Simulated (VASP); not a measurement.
# AgPd4 (Pd (100), 5 layers) in VASP: a series of runs

AgPd4 (Pd (100), 5 layers) is run at these levels: LDA; tasks: single point.

Program: VASP 6.6.1. These are calculated values, not measurements. Logs are shortened: lines on timing, memory, paths and dates and some standing lists are left out, and cuts for length are marked.

## 1. The cell of the first run

The cell holds a slab with vacuum, 5 atoms: a = 2.715 Å, b = 2.715 Å, c = 23.680 Å, α = 90.00°, β = 90.00°, γ = 90.00°.

## 2. Single point, LDA

INCAR

```
ALGO = Normal
DIPOL = 0.5 0.5 0.500
EDIFF = 1E-6
ENCUT = 400
GGA_COMPAT = F
IDIPOL = 3
ISIF = 2
ISMEAR = -1
LASPH = T
LCHARG = F
LDIPOL = T
LREAL = F
LWAVE = F
NBANDS = 34
NELM = 120
NELMDL = -8
PREC = Accurate
SIGMA = 0.05
```

KPOINTS

```
k-points
0
Gamma
  13 13 1
```

POSCAR

```
AgPd4
1.0
    2.7154616614      0.0000000000      0.0000000000
    0.0000000000      2.7154616614      0.0000000000
    0.0000000000      0.0000000000     23.6805000000
Pd Ag
4 1
Direct
    0.0000000000      0.0000000000      0.3396818233
    0.5000000000      0.5000000000      0.4192899297
    0.5000000000      0.5000000000      0.5807100697
    0.0000000000      0.0000000000      0.6603181772
    0.0000000000      0.0000000000      0.5000000000
```

Potentials or basis: VASP PAW LDA potentials, release 64 (Pd, Ag).

The run is started by

```bash
$ cat potpaw_LDA.64/Pd/POTCAR potpaw_LDA.64/Ag/POTCAR > POTCAR
$ mpirun -np 1 vasp_std > vasp.out
```

OUTCAR:

```text
EDIFF = 1E-6
   ENCUT = 400
   ISIF = 2
   ISMEAR = -1
   LASPH = T
   LREAL = F
   NELM = 120
   NELMDL = -8
   PREC = Accurate

 ion  position               nearest neighbor table
   1  0.000  0.000  0.340-   2 2.69   2 2.69   2 2.69   2 2.69
   2  0.500  0.500  0.419-   1 2.69   1 2.69   1 2.69   1 2.69   5 2.71   5 2.71   5 2.71   5 2.71

   3  0.500  0.500  0.581-   4 2.69   4 2.69   4 2.69   4 2.69   5 2.71   5 2.71   5 2.71   5 2.71

   4  0.000  0.000  0.660-   3 2.69   3 2.69   3 2.69   3 2.69
   5  0.000  0.000  0.500-   3 2.71   3 2.71   3 2.71   3 2.71   2 2.71   2 2.71   2 2.71   2 2.71

  LATTYP: Found a simple tetragonal cell.
 ALAT       =     2.7154616614
 C/A-ratio  =     8.7206165849

  Lattice vectors:

 A1 = (   2.7154616614,   0.0000000000,   0.0000000000)
 A2 = (   0.0000000000,   2.7154616614,   0.0000000000)
 A3 = (   0.0000000000,   0.0000000000,  23.6805000000)

Analysis of symmetry for initial positions (statically):
=====================================================================
 Subroutine PRICEL returns:
 Original cell was already a primitive cell.

 Routine SETGRP: Setting up the symmetry group for a
 simple tetragonal supercell.

 Subroutine GETGRP returns: Found 16 space group operations
 (whereof 16 operations were pure point group operations)
 out of a pool of 16 trial point group operations.

The static configuration has the point symmetry D_4h.

Analysis of symmetry for dynamics (positions and initial velocities):
=====================================================================
 Subroutine PRICEL returns:
 Original cell was already a primitive cell.

 Routine SETGRP: Setting up the symmetry group for a
 simple tetragonal supercell.

 Subroutine GETGRP returns: Found 16 space group operations
 (whereof 16 operations were pure point group operations)
 out of a pool of 16 trial point group operations.

The dynamic configuration has the point symmetry D_4h.

 Subroutine INISYM returns: Found 16 space group operations
 (whereof 16 operations are pure point group operations),
 and found     1 'primitive' translations

----------------------------------------------------------------------------------------

                                     Primitive cell

  volume of cell :     174.6137

  direct lattice vectors                    reciprocal lattice vectors
     2.715461661  0.000000000  0.000000000     0.368261506  0.000000000  0.000000000
     0.000000000  2.715461661  0.000000000     0.000000000  0.368261506  0.000000000
     0.000000000  0.000000000 23.680500000     0.000000000  0.000000000  0.042228838

  length of vectors
     2.715461661  2.715461661 23.680500000     0.368261506  0.368261506  0.042228838

  position of ions in fractional coordinates (direct lattice)
     0.000000000  0.000000000  0.339681823
     0.500000000  0.500000000  0.419289930
     0.500000000  0.500000000  0.580710070
     0.000000000  0.000000000  0.660318177
     0.000000000  0.000000000  0.500000000

  ion indices of the primitive-cell ions
   primitive index   ion index
                 1           1
                 2           2
                 3           3
                 4           4
                 5           5

----------------------------------------------------------------------------------------

 KPOINTS: k-points

Automatic generation of k-mesh.
 Grid dimensions read from file:
 generate k-points for:   13   13    1

 Generating k-lattice:

  Cartesian coordinates                     Fractional coordinates (reciprocal lattice)
     0.028327808  0.000000000  0.000000000     0.076923077  0.000000000  0.000000000
     0.000000000  0.028327808  0.000000000     0.000000000  0.076923077  0.000000000
     0.000000000  0.000000000  0.042228838     0.000000000  0.000000000  1.000000000

  Length of vectors
     0.028327808  0.028327808  0.042228838

  Shift w.r.t. Gamma in fractional coordinates (k-lattice)
     0.000000000  0.000000000  0.000000000

 Subroutine IBZKPT returns following result:
 ===========================================

 Found     28 irreducible k-points:

 Following reciprocal coordinates:
            Coordinates               Weight
  0.000000  0.000000  0.000000      1.000000
  0.076923  0.000000  0.000000      4.000000
  0.153846  0.000000  0.000000      4.000000
  0.230769  0.000000  0.000000      4.000000
  0.307692  0.000000  0.000000      4.000000
  0.384615  0.000000  0.000000      4.000000
[... 16 lines left out ...]
  0.307692  0.307692  0.000000      4.000000
  0.384615  0.307692  0.000000      8.000000
 [... further k-points ...]
   k-points           NKPTS =     28   k-points in BZ     NKDIM =     28   number of bands    NBANDS=     34
   number of dos      NEDOS =    301   number of ions     NIONS =      5
   total plane-waves  NPLWV =  51840
   dimension x,y,z NGX =    18 NGY =   18 NGZ =  160
   dimension x,y,z NGXF=    36 NGYF=   36 NGZF=  320
   ions per type =               4   1
   NGX,Y,Z   is equivalent  to a cutoff of  11.02, 11.02, 11.23 a.u.
   NGXF,Y,Z  is equivalent  to a cutoff of  22.04, 22.04, 22.47 a.u.
 SYSTEM =  unknown system
   PREC   = accura    normal or accurate (medium, high low for compatibility)
   ISTART =      0    job   : 0-new  1-cont  2-samecut
   ICHARG =      2    charge: 1-file 2-atom 10-const
   ISPIN  =      1    spin polarized calculation?
   LNONCOLLINEAR =      F non collinear calculations
   LSORBIT =      F    spin-orbit coupling
   LASPH  =      T    aspherical Exc in radial PAW
   ENCUT  =  400.0 eV  29.40 Ry    5.42 a.u.   4.43  4.43 38.62*2*pi/ulx,y,z
   NELM   =    120;   NELMIN=  2; NELMDL= -8     # of ELM steps
   EDIFF  = 0.1E-05   stopping-criterion for ELM
   LREAL  =      F    real-space projection
   EDIFFG = 0.1E-04   stopping-criterion for IOM
   NSW    =      0    number of steps for IOM
   IBRION =     -1    ionic relax: 0-MD 1-quasi-New 2-CG
   NFREE  =      0    steps in history (QN), initial steepest desc. (CG)
   ISIF   =      2    stress and relaxation
   ISYM   =      2    0-nonsym 1-usesym 2-fastsym
   POTIM  = 0.5000    time-step for ionic-motion
   TEBEG  =    0.0;   TEEND  =   0.0 temperature during run
   PSTRESS=    0.0 pullay stress
   NELECT =      51.0000    total number of electrons
   NUPDOWN=      -1.0000    fix difference up-down
   EMIN   =  10.00;   EMAX   =-10.00  energy-range for DOS
   EFERMI =   0.00;   METHOD = LEGACY
   ISMEAR =    -1;   SIGMA  =   0.05  broadening in eV -4-tet -1-fermi 0-gaus
   EFERMI_NEDOS =   21; number of points for ismear=-14 and -15
   IALGO  =     38    algorithm
   IMIX   =      4    mixing-type and parameters
     AMIX     =   0.40;   BMIX     =  1.00
     AMIX_MAG =   1.60;   BMIX_MAG =  1.00
  volume/ion in A,a.u.               =      34.92       235.67
  Fermi-wavevector in a.u.,A,eV,Ry     =   1.086189  2.052600 16.052249  1.179807
  Thomas-Fermi vector in A             =   2.222320
   LORBIT       =      0    0 simple, 1 ext, 2 COOP (PROOUT), +10 PAW based schemes
   GGA     = CA    functional components
   LHFCALC =     F    Hartree Fock is set to
   AEXX    =    0.0000 exact exchange contribution
   IVDW    =     0    specifies the selected vdW correction
   LEPSILON=     F    determine dielectric tensor
   LRPA    =     F    only Hartree local field effects (RPA)
 non-spin polarized calculation
  energy-cutoff  :      400.00
  volume of cell :      174.61
 maximum number of plane-waves:      3216
 NGX is ok and might be reduce to    18
   NGX =  9   NGY =  9   NGZ = 77

 dipolmoment           0.000000      0.000000     -0.000000 electrons x Angstroem

 number of electron      50.9999980 magnetization

 dipolmoment           0.000000      0.000000      0.000000 electrons x Angstroem

 Free energy of the ion-electron system (eV)
  ---------------------------------------------------
  ext. energy  EPLUGINS =         0.00000000
  ---------------------------------------------------
  free energy    TOTEN  =       -27.80667033 eV

  energy without entropy =      -27.73807462  energy(sigma->0) =      -27.77237247

 E-fermi :   0.8530     XC(G=0):  -6.3842

 val. band max:        0.8507844466   @ k =   0.0769   0.0769   0.0000
 cond. band min:       0.8555004011   @ k =   0.1538   0.0769   0.0000
 fundamental gap:      0.0047159545
 Fermi energy:         0.8530221181

 k-point     1 :       0.0000    0.0000    0.0000
  band No.  band energies     occupation
      1      -6.6988      2.00000
      2      -5.4293      2.00000
      3      -5.3848      2.00000
      4      -5.1950      2.00000
      5      -4.0297      2.00000
      6      -4.0293      2.00000
[... 26 lines left out ...]
     33       6.7001      0.00000
     34       7.5017      0.00000

 k-point     2 :       0.0769    0.0000    0.0000
  band No.  band energies     occupation
      1      -6.5596      2.00000
      2      -5.3654      2.00000
      3      -5.2815      2.00000
      4      -5.0900      2.00000
      5      -3.9499      2.00000
      6      -3.9307      2.00000
[... 26 lines left out ...]
     33       6.8421      0.00000
     34       7.6239      0.00000

 k-point     3 :       0.1538    0.0000    0.0000
  band No.  band energies     occupation
      1      -6.1773      2.00000
      2      -5.2356      2.00000
      3      -4.9348      2.00000
      4      -4.8832      2.00000
      5      -3.8386      2.00000
      6      -3.7914      2.00000
[... 26 lines left out ...]
     33       7.2721      0.00000
     34       7.9862      0.00000

 k-point     4 :       0.2308    0.0000    0.0000
  band No.  band energies     occupation
      1      -5.6940      2.00000
      2      -5.0006      2.00000
      3      -4.8468      2.00000
      4      -4.4405      2.00000
      5      -3.6880      2.00000
      6      -3.6818      2.00000
[... 26 lines left out ...]
     33       7.9904      0.00000
     34       8.5732      0.00000

 k-point     5 :       0.3077    0.0000    0.0000
  band No.  band energies     occupation
      1      -5.3759      2.00000
      2      -5.0014      2.00000
      3      -4.6082      2.00000
      4      -3.9816      2.00000
      5      -3.5984      2.00000
      6      -3.5039      2.00000
[... 621 lines left out ...]
 k-point    22 :       0.4615    0.2308    0.0000
  band No.  band energies     occupation
      1      -4.9794      2.00000
      2      -4.7367      2.00000
      3      -4.3828      2.00000
      4      -4.3457      2.00000
      5      -3.9891      2.00000
      6      -3.0796      2.00000
[... 26 lines left out ...]
     33       9.2716      0.00000
     34       9.3825      0.00000

 k-point    23 :       0.3077    0.3077    0.0000
  band No.  band energies     occupation
      1      -4.8304      2.00000
      2      -4.5581      2.00000
      3      -4.5257      2.00000
      4      -4.3700      2.00000
      5      -3.5067      2.00000
      6      -3.2482      2.00000
[... 26 lines left out ...]
     33      10.1164      0.00000
     34      10.2565      0.00000

 k-point    24 :       0.3846    0.3077    0.0000
  band No.  band energies     occupation
      1      -5.0380      2.00000
      2      -4.8209      2.00000
      3      -4.6150      2.00000
      4      -4.4727      2.00000
      5      -3.5810      2.00000
      6      -3.3621      2.00000
[... 26 lines left out ...]
     33      10.0349      0.00000
     34      10.2216      0.00000

 [... further k-points ...]

------------------------ aborting loop because EDIFF is reached ----------------------------------------

 vacuum level on the upper side and lower side of the slab       (xc-potential included)        -0.144        -0.144

  FORCE on cell =-STRESS in cart. coord.  units (eV):
  Direction    XX          YY          ZZ          XY          YZ          ZX
  --------------------------------------------------------------------------------------
  -------------------------------------------------------------------------------------
  Total       -0.5434794     -0.5434794      2.6530260      0.0000000      0.0000000      0.0000000
  in kB       -4.9867254     -4.9867254     24.3429870      0.0000000      0.0000000      0.0000000
  external PRESSURE =       4.7898454 kB  Pullay stress =       0.0000000 kB

 VOLUME and BASIS-vectors are now :
 -----------------------------------------------------------------------------
  energy-cutoff  :      400.00
  volume of cell :      174.61
      direct lattice vectors                 reciprocal lattice vectors
     2.715461661  0.000000000  0.000000000     0.368261506  0.000000000  0.000000000
     0.000000000  2.715461661  0.000000000     0.000000000  0.368261506  0.000000000
     0.000000000  0.000000000 23.680500000     0.000000000  0.000000000  0.042228838

 POSITION                                       TOTAL-FORCE (eV/Angst)
 -----------------------------------------------------------------------------------
      0.00000      0.00000      8.04384         0.000000     -0.000000     -0.089685
      1.35773      1.35773      9.92900        -0.000000      0.000000     -0.579203
      1.35773      1.35773     13.75150         0.000000      0.000000      0.579203
      0.00000      0.00000     15.63666         0.000000     -0.000000      0.089685
      0.00000      0.00000     11.84025         0.000000      0.000000      0.000000
 -----------------------------------------------------------------------------------
    total drift:                                0.000000      0.000000      0.000003

  FREE ENERGIE OF THE ION-ELECTRON SYSTEM (eV)
  ---------------------------------------------------
  free  energy   TOTEN  =       -27.8066703264 eV

  energy  without entropy=      -27.7380746200  energy(sigma->0) =      -27.77237247

 vacuum level on the upper side and lower side of the slab         6.329         6.329
```

It took 1.9 min on 1 thread of Intel Xeon 6975P-C (Granite Rapids), shared host; peak memory 0.24 GiB.

Results:

```yaml
Free_energy: -27.8067 eV
Largest_force: 0.579 eV/Å
```

Forces on the atoms (eV/Å):
```
Pd   0.000  0.000 -0.090
Pd   0.000  0.000 -0.579
Pd   0.000  0.000  0.579
Pd   0.000  0.000  0.090
Ag   0.000  0.000  0.000
```

Levels at points of the mesh, in eV from the Fermi level:
```
           k point  band 24  band 25  band 26  band 27  band 28  band 29
(0.00, 0.00, 0.00)    -0.26    -0.26    -0.01     0.02     0.02     0.02
```

## 3. Single point, LDA

INCAR

```
SYSTEM = AgPd4
ALGO = Normal
DIPOL = 0.5 0.5 0.500
EDIFF = 1E-6
ENCUT = 400
GGA_COMPAT = .FALSE.
IDIPOL = 3
ISIF = 2
ISMEAR = -1
LASPH = .TRUE.
LCHARG = .FALSE.
LDIPOL = .TRUE.
LREAL = .FALSE.
LWAVE = .FALSE.
NBANDS = 34
NELM = 120
NELMDL = -8
PREC = Accurate
SIGMA = 0.05
```

KPOINTS

```
k-points
0
G
  13 13 1
  0 0 0
```

POSCAR is that of step 2.

Potentials or basis: VASP PAW LDA potentials, release 64 (Pd, Ag).

The run is started by

```bash
$ cat potpaw_LDA.64/Pd/POTCAR potpaw_LDA.64/Ag/POTCAR > POTCAR
$ mpirun -np 1 vasp_std > vasp.out
```

Run time: 1.9 min. Hardware: 1 thread of Intel Xeon 6975P-C (Granite Rapids), shared host; peak memory 0.24 GiB.

It converged, with:

* Free energy: -27.8067 eV
* Largest force: 0.579 eV/Å

Forces in eV/Å, atoms in the order of the input:
```
Pd   0.000  0.000 -0.090
Pd   0.000  0.000 -0.579
Pd   0.000  0.000  0.579
Pd   0.000  0.000  0.090
Ag   0.000  0.000  0.000
```

Levels at points of the mesh, in eV from the Fermi level:
```csv
k point,band 23,band 24,band 25,band 26,band 27,band 28,band 29,band 30
"(0.00, 0.00, 0.00)",-0.50,-0.26,-0.26,-0.01,0.02,0.02,0.02,1.47
```
